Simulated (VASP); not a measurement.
# MgB2 (P6/mmm) in VASP: further runs

The runs below take MgB2 through single point, with PBE.

Program: VASP 6.6.1. These are calculated values, not measurements. Logs are shortened: lines on timing, memory, paths and dates and some standing lists are left out, and cuts for length are marked.

**1. The cell of the first run**

The structure is hexagonal, space group P6/mmm (No. 191). The conventional cell has a = 3.095 Å, b = 3.095 Å, c = 3.535 Å, α = 90.00°, β = 90.00°, γ = 120.00°. Mg (site symmetry 6/mmm) has 12 B at 2.51 Å and 6 Mg at 3.10 Å within 3.3 Å. Within 2.4 Å of B (site symmetry -6m2) lie 3 B at 1.79 Å.

**2. Single point, PBE (volume scaled by 1.01)**

The input, INCAR:

```
SYSTEM = MgB2
PREC = Accurate
ENCUT = 520
EDIFF = 1E-6
ISMEAR = -1
SIGMA = 0.05
LREAL = .FALSE.
LASPH = .TRUE.
NELM = 100
ALGO = Normal
ISIF = 2
LWAVE = .FALSE.
LCHARG = .FALSE.
GGA = PE
NBANDS = 11
```

The input, KPOINTS:

```
regular mesh
0
G
  12 12 9
  0 0 0
```

The input, POSCAR:

```
MgB2
1.0
    3.0952499526      0.0000000000      0.0000000000
   -1.5476249763      2.6805650900      0.0000000000
    0.0000000000      0.0000000000      3.5347044049
Mg B
1 2
Direct
    0.0000000000      0.0000000000      0.0000000000
    0.3333333333      0.6666666667      0.5000000000
    0.6666666667      0.3333333333      0.5000000000
```

Potentials or basis: VASP PAW PBE potentials, release 64 (Mg, B).

On the command line:

```sh
> cat potpaw_PBE.64/Mg/POTCAR potpaw_PBE.64/B/POTCAR > POTCAR
> mpirun -np 1 vasp_std > vasp.out
```

OUTCAR:

```text
SYSTEM = MgB2
   PREC = Accurate
   ENCUT = 520
   EDIFF = 1E-6
   ISMEAR = -1
   LREAL = .FALSE.
   LASPH = .TRUE.
   NELM = 100
   ISIF = 2
   GGA = PE

 ion  position               nearest neighbor table
   1  0.000  0.000  0.000-   2 2.51   3 2.51   2 2.51   3 2.51   2 2.51   2 2.51   3 2.51   3 2.51
                             3 2.51   3 2.51   2 2.51   2 2.51
   2  0.333  0.667  0.500-   3 1.79   3 1.79   3 1.79   1 2.51   1 2.51   1 2.51   1 2.51   1 2.51
                             1 2.51
   3  0.667  0.333  0.500-   2 1.79   2 1.79   2 1.79   1 2.51   1 2.51   1 2.51   1 2.51   1 2.51
                             1 2.51

  LATTYP: Found a hexagonal cell.
 ALAT       =     3.0952499526
 C/A-ratio  =     1.1419770484

  Lattice vectors:

 A1 = (   3.0952499526,   0.0000000000,   0.0000000000)
 A2 = (  -1.5476249763,   2.6805650900,   0.0000000000)
 A3 = (   0.0000000000,   0.0000000000,   3.5347044049)

Analysis of symmetry for initial positions (statically):
=====================================================================
 Subroutine PRICEL returns:
 Original cell was already a primitive cell.

 Routine SETGRP: Setting up the symmetry group for a
 hexagonal supercell.

 Subroutine GETGRP returns: Found 24 space group operations
 (whereof 24 operations were pure point group operations)
 out of a pool of 24 trial point group operations.

The static configuration has the point symmetry D_6h.

Analysis of symmetry for dynamics (positions and initial velocities):
=====================================================================
 Subroutine PRICEL returns:
 Original cell was already a primitive cell.

 Routine SETGRP: Setting up the symmetry group for a
 hexagonal supercell.

 Subroutine GETGRP returns: Found 24 space group operations
 (whereof 24 operations were pure point group operations)
 out of a pool of 24 trial point group operations.

The dynamic configuration has the point symmetry D_6h.

 Subroutine INISYM returns: Found 24 space group operations
 (whereof 24 operations are pure point group operations),
 and found     1 'primitive' translations

----------------------------------------------------------------------------------------

                                     Primitive cell

  volume of cell :      29.3275

  direct lattice vectors                    reciprocal lattice vectors
     3.095249953  0.000000000  0.000000000     0.323075685  0.186527834  0.000000000
    -1.547624976  2.680565090  0.000000000     0.000000000  0.373055668  0.000000000
     0.000000000  0.000000000  3.534704405     0.000000000  0.000000000  0.282909088

  length of vectors
     3.095249953  3.095249953  3.534704405     0.373055668  0.373055668  0.282909088

  position of ions in fractional coordinates (direct lattice)
     0.000000000  0.000000000  0.000000000
     0.333333333  0.666666667  0.500000000
     0.666666667  0.333333333  0.500000000

  ion indices of the primitive-cell ions
   primitive index   ion index
                 1           1
                 2           2
                 3           3

----------------------------------------------------------------------------------------

 KPOINTS: regular mesh

Automatic generation of k-mesh.
 Grid dimensions read from file:
 generate k-points for:   12   12    9

 Generating k-lattice:

  Cartesian coordinates                     Fractional coordinates (reciprocal lattice)
     0.026922974  0.015543986  0.000000000     0.083333333  0.000000000  0.000000000
     0.000000000  0.031087972  0.000000000     0.000000000  0.083333333  0.000000000
     0.000000000  0.000000000  0.031434343     0.000000000  0.000000000  0.111111111

  Length of vectors
     0.031087972  0.031087972  0.031434343

  Shift w.r.t. Gamma in fractional coordinates (k-lattice)
     0.000000000  0.000000000  0.000000000

 Subroutine IBZKPT returns following result:
 ===========================================

 Found     95 irreducible k-points:

 Following reciprocal coordinates:
            Coordinates               Weight
  0.000000  0.000000  0.000000      1.000000
  0.083333  0.000000  0.000000      6.000000
  0.166667  0.000000  0.000000      6.000000
  0.250000  0.000000  0.000000      6.000000
  0.333333  0.000000  0.000000      6.000000
  0.416667  0.000000  0.000000      6.000000
[... 16 lines left out ...]
  0.250000  0.000000  0.111111     12.000000
  0.333333  0.000000  0.111111     12.000000
 [... further k-points ...]
   k-points           NKPTS =     95   k-points in BZ     NKDIM =     95   number of bands    NBANDS=     11
   number of dos      NEDOS =    301   number of ions     NIONS =      3
   total plane-waves  NPLWV =  16128
   dimension x,y,z NGX =    24 NGY =   24 NGZ =   28
   dimension x,y,z NGXF=    48 NGYF=   48 NGZF=   56
   ions per type =               1   2
   NGX,Y,Z   is equivalent  to a cutoff of  12.89, 12.89, 13.17 a.u.
   NGXF,Y,Z  is equivalent  to a cutoff of  25.78, 25.78, 26.34 a.u.
 SYSTEM =  MgB2
   PREC   = accura    normal or accurate (medium, high low for compatibility)
   ISTART =      0    job   : 0-new  1-cont  2-samecut
   ICHARG =      2    charge: 1-file 2-atom 10-const
   ISPIN  =      1    spin polarized calculation?
   LNONCOLLINEAR =      F non collinear calculations
   LSORBIT =      F    spin-orbit coupling
   LASPH  =      T    aspherical Exc in radial PAW
   ENCUT  =  520.0 eV  38.22 Ry    6.18 a.u.   5.76  5.76  6.57*2*pi/ulx,y,z
   NELM   =    100;   NELMIN=  2; NELMDL= -5     # of ELM steps
   EDIFF  = 0.1E-05   stopping-criterion for ELM
   LREAL  =      F    real-space projection
   EDIFFG = 0.1E-04   stopping-criterion for IOM
   NSW    =      0    number of steps for IOM
   IBRION =     -1    ionic relax: 0-MD 1-quasi-New 2-CG
   NFREE  =      0    steps in history (QN), initial steepest desc. (CG)
   ISIF   =      2    stress and relaxation
   ISYM   =      2    0-nonsym 1-usesym 2-fastsym
   POTIM  = 0.5000    time-step for ionic-motion
   TEBEG  =    0.0;   TEEND  =   0.0 temperature during run
   PSTRESS=    0.0 pullay stress
   NELECT =       8.0000    total number of electrons
   NUPDOWN=      -1.0000    fix difference up-down
   EMIN   =  10.00;   EMAX   =-10.00  energy-range for DOS
   EFERMI =   0.00;   METHOD = LEGACY
   ISMEAR =    -1;   SIGMA  =   0.05  broadening in eV -4-tet -1-fermi 0-gaus
   EFERMI_NEDOS =   21; number of points for ismear=-14 and -15
   IALGO  =     38    algorithm
   IMIX   =      4    mixing-type and parameters
     AMIX     =   0.40;   BMIX     =  1.00
     AMIX_MAG =   1.60;   BMIX_MAG =  1.00
  volume/ion in A,a.u.               =       9.78        65.97
  Fermi-wavevector in a.u.,A,eV,Ry     =   1.061728  2.006374 15.337378  1.127265
  Thomas-Fermi vector in A             =   2.197154
   LORBIT       =      0    0 simple, 1 ext, 2 COOP (PROOUT), +10 PAW based schemes
   GGA     = PE    functional components
   LHFCALC =     F    Hartree Fock is set to
   AEXX    =    0.0000 exact exchange contribution
   IVDW    =     0    specifies the selected vdW correction
   LEPSILON=     F    determine dielectric tensor
   LRPA    =     F    only Hartree local field effects (RPA)
 non-spin polarized calculation
  energy-cutoff  :      520.00
  volume of cell :       29.33
 maximum number of plane-waves:       806
 NGX is ok and might be reduce to    24
   NGX = 11   NGY = 11   NGZ = 13

 number of electron       8.0000000 magnetization

 Free energy of the ion-electron system (eV)
  ---------------------------------------------------
  ext. energy  EPLUGINS =         0.00000000
  ---------------------------------------------------
  free energy    TOTEN  =       -15.32416028 eV

  energy without entropy =      -15.31985888  energy(sigma->0) =      -15.32200958

 E-fermi :   5.1511     XC(G=0): -10.8736

 val. band max:        5.1507389677   @ k =   0.4167   0.1667   0.1111
 cond. band min:       5.2069102818   @ k =   0.2500   0.2500   0.4444
 fundamental gap:      0.0561713142
 Fermi energy:         5.1510906900

 k-point     1 :       0.0000    0.0000    0.0000
  band No.  band energies     occupation
      1      -7.1685      2.00000
      2       2.2745      2.00000
      3       5.5338      0.00095
      4       5.5338      0.00095
      5       6.8232      0.00000
      6      11.4400      0.00000
      7      11.4400      0.00000
      8      13.1516      0.00000
      9      15.0270      0.00000
     10      17.7326      0.00000
     11      21.2476      0.00000

 k-point     2 :       0.0833    0.0000    0.0000
  band No.  band energies     occupation
      1      -7.0487      2.00000
      2       2.3915      2.00000
      3       4.9242      1.97884
      4       5.2526      0.23232
      5       6.9315      0.00000
      6      11.3456      0.00000
      7      11.9626      0.00000
      8      13.4302      0.00000
      9      14.6054      0.00000
     10      18.3347      0.00000
     11      20.6482      0.00000

 k-point     3 :       0.1667    0.0000    0.0000
  band No.  band energies     occupation
      1      -6.6909      2.00000
      2       2.7398      2.00000
      3       3.5022      2.00000
      4       4.6332      1.99994
      5       7.2634      0.00000
      6      10.9417      0.00000
      7      13.2947      0.00000
      8      13.4779      0.00000
      9      14.1033      0.00000
     10      19.6123      0.00000
     11      19.8441      0.00000

 k-point     4 :       0.2500    0.0000    0.0000
  band No.  band energies     occupation
      1      -6.0993      2.00000
      2       1.8091      2.00000
      3       3.3093      2.00000
      4       3.9850      2.00000
      5       7.7926      0.00000
      6      10.4492      0.00000
      7      11.9523      0.00000
      8      14.3729      0.00000
      9      15.0839      0.00000
     10      19.0003      0.00000
     11      19.2106      0.00000

 k-point     5 :       0.3333    0.0000    0.0000
  band No.  band energies     occupation
      1      -5.2824      2.00000
      2       0.1103      2.00000
      3       3.4640      2.00000
      4       4.0699      2.00000
      5       8.4339      0.00000
      6      10.1098      0.00000
      7      10.3405      0.00000
      8      13.7641      0.00000
      9      17.0396      0.00000
     10      18.2284      0.00000
     11      19.4827      0.00000
[... 211 lines left out ...]
 k-point    21 :       0.0833    0.0000    0.1111
  band No.  band energies     occupation
      1      -6.9451      2.00000
      2       1.6006      2.00000
      3       4.9702      1.94771
      4       5.2915      0.11375
      5       7.9650      0.00000
      6      11.3971      0.00000
      7      11.9998      0.00000
      8      13.2630      0.00000
      9      14.6859      0.00000
     10      18.4177      0.00000
     11      19.8210      0.00000

 k-point    22 :       0.1667    0.0000    0.1111
  band No.  band energies     occupation
      1      -6.5890      2.00000
      2       1.9572      2.00000
      3       3.5605      2.00000
      4       4.6699      1.99987
      5       8.2704      0.00000
      6      11.0164      0.00000
      7      12.7553      0.00000
      8      13.3350      0.00000
      9      14.6994      0.00000
     10      18.8253      0.00000
     11      18.9945      0.00000

 k-point    23 :       0.2500    0.0000    0.1111
  band No.  band energies     occupation
      1      -6.0003      2.00000
      2       1.8660      2.00000
      3       2.5539      2.00000
      4       4.0196      2.00000
      5       8.7299      0.00000
      6      10.5176      0.00000
      7      11.3519      0.00000
      8      15.0164      0.00000
      9      15.1248      0.00000
     10      18.1795      0.00000
     11      18.2718      0.00000

 k-point    24 :       0.3333    0.0000    0.1111
  band No.  band energies     occupation
      1      -5.1874      2.00000
      2       0.1808      2.00000
      3       3.3351      2.00000
      4       3.4971      2.00000
      5       8.9651      0.00000
      6       9.7906      0.00000
      7      10.5125      0.00000
      8      14.5338      0.00000
      9      16.9682      0.00000
     10      17.7607      0.00000
     11      17.9072      0.00000

 [... further k-points ...]
[... 5 lines left out ...]
  --------------------------------------------------------------------------------------
  -------------------------------------------------------------------------------------
  Total       -0.5638468     -0.5638468     -0.3852612     -0.0000000      0.0000000      0.0000000
  in kB      -30.8032484    -30.8032484    -21.0470217     -0.0000000      0.0000000      0.0000000
  external PRESSURE =     -27.5511728 kB  Pullay stress =       0.0000000 kB

 VOLUME and BASIS-vectors are now :
 -----------------------------------------------------------------------------
  energy-cutoff  :      520.00
  volume of cell :       29.33
      direct lattice vectors                 reciprocal lattice vectors
     3.095249953  0.000000000  0.000000000     0.323075685  0.186527834  0.000000000
    -1.547624976  2.680565090  0.000000000     0.000000000  0.373055668  0.000000000
     0.000000000  0.000000000  3.534704405     0.000000000  0.000000000  0.282909088

 POSITION                                       TOTAL-FORCE (eV/Angst)
 -----------------------------------------------------------------------------------
      0.00000      0.00000      0.00000        -0.000000      0.000000      0.000000
     -0.00000      1.78704      1.76735        -0.000000      0.000000      0.000000
      1.54762      0.89352      1.76735         0.000000      0.000000     -0.000000
 -----------------------------------------------------------------------------------
    total drift:                                0.000000     -0.000000      0.000000

  FREE ENERGIE OF THE ION-ELECTRON SYSTEM (eV)
  ---------------------------------------------------
  free  energy   TOTEN  =       -15.3241602811 eV

  energy  without entropy=      -15.3198588829  energy(sigma->0) =      -15.32200958
```

It took 24 s on 1 thread of Intel Xeon Platinum 8259CL at 2.50GHz (Skylake/Cascade Lake), shared host; peak memory 0.16 GiB.

Results:

* Free energy: -15.3242 eV
* Pressure: -2.8 GPa
* Band gap on the k mesh: zero (band 4 reaches 6.98 eV, above the bottom of band 5 at 3.29 eV)

**3. Single point, PBE (volume scaled by 1.04)**

The input, INCAR:

```
SYSTEM = MgB2
ALGO     = Normal         ! electronic algorithm
EDIFF    = 1E-6           ! SCF threshold, eV
ENCUT    = 520            ! plane-wave cutoff, eV
GGA      = PE             ! functional
ISIF     = 2              ! what is computed and relaxed
ISMEAR   = -1             ! smearing method
LASPH    = .True.         ! aspherical terms in the spheres
LCHARG   = .False.        ! write CHGCAR
LREAL    = .False.        ! projectors in reciprocal space
LWAVE    = .False.        ! write WAVECAR
NBANDS   = 11             ! bands
NELM     = 80             ! most SCF steps
PREC     = Accurate       ! precision mode
SIGMA    = 0.05           ! smearing width, eV
```

The input, KPOINTS:

```
k-points
0
Gamma
  12 12 9
  0 0 0
```

The input, POSCAR:

```
MgB2
1.0
    3.1255974756      0.0000000000      0.0000000000
   -1.5627987378      2.7068468159      0.0000000000
    0.0000000000      0.0000000000      3.5693605797
Mg B
1 2
Direct
    0.0000000000      0.0000000000      0.0000000000
    0.3333333333      0.6666666667      0.5000000000
    0.6666666667      0.3333333333      0.5000000000
```

Potentials or basis: VASP PAW PBE potentials, release 64 (Mg, B).

On the command line:

```sh
> cat potpaw_PBE.64/Mg/POTCAR potpaw_PBE.64/B/POTCAR > POTCAR
> mpirun -np 1 vasp_std > vasp.out
```

Wall time 25 s (1 thread of Intel Xeon Platinum 8259CL at 2.50GHz (Skylake/Cascade Lake), shared host); peak memory 0.16 GiB.

The run converged. Its results:

* Free energy: -15.2985 eV
* Pressure: -6.7 GPa
* Band gap on the k mesh: zero (band 4 reaches 6.75 eV, above the bottom of band 5 at 3.14 eV)

Stress tensor (GPa, compression positive):
```
-7.62  0.00  0.00
 0.00 -7.62  0.00
 0.00  0.00 -4.95
```

Levels at points of the mesh, in eV from the Fermi level:
```csv
k point,band 1,band 2,band 3,band 4,band 5,band 6,band 7,band 8,band 9
"(0.00, 0.00, 0.00)",-12.14,-2.82,0.37,0.37,1.60,6.17,6.17,7.69,9.63
"(0.50, 0.00, 0.00)",-8.38,-7.63,-2.09,0.27,3.03,3.80,5.18,6.78,12.21
```
